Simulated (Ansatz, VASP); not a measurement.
## GaN in VASP and in Ansatz

```xyz
4
Lattice="0.0000 -2.2491 -2.2491 0.0000 2.2491 -2.2491 4.4982 0.0000 0.0000" Properties=species:S:1:pos:R:3 pbc="T T T"
Ga    2.2491    0.0000   -2.2385
Ga    0.0000    0.0000   -0.0105
N     1.1245    1.0375   -1.1245
N     3.3736   -1.0375   -1.1245
```

Change from the starting cell: mode 11 frozen in at -0.087 Å, equal normal strain along x and y +0.0000.

Alike in both runs: task single point; functional PBEsol; k mesh 8 × 8 × 6; occupations gaussian, width 0.05 eV; no spin polarisation.

|  | VASP | Ansatz |
| --- | --- | --- |
| version | VASP 6.6.1 | Ansatz 0.2.0 |
| potentials or method | VASP PAW PBE potentials, release 64 (Ga_d, N), cutoff 520 eV | scalar-relativistic, plane waves, PAW |
| valence electrons in the cell | 36 | 36 |

```csv
,VASP,Ansatz,Ansatz less VASP
gap on the k mesh at the Fermi level (eV),1.68,1.66,-0.014
least direct gap on the mesh (eV),1.68,1.66,-0.014
pressure (GPa),1.1,1.2,+0.19
"traceless stress, the component that is largest in VASP (GPa)",-0.89,-0.89,-0.009
rms of the force components (eV/Å),0.758,0.765,+0.0075
```

VASP's potentials were made for PBE, not for PBEsol, and Ansatz warns of the same on its side. Atom by atom the forces differ by 0.008 eV/Å (rms over components). With one functional, cell and mesh, what is left measures potentials, basis and numerics.
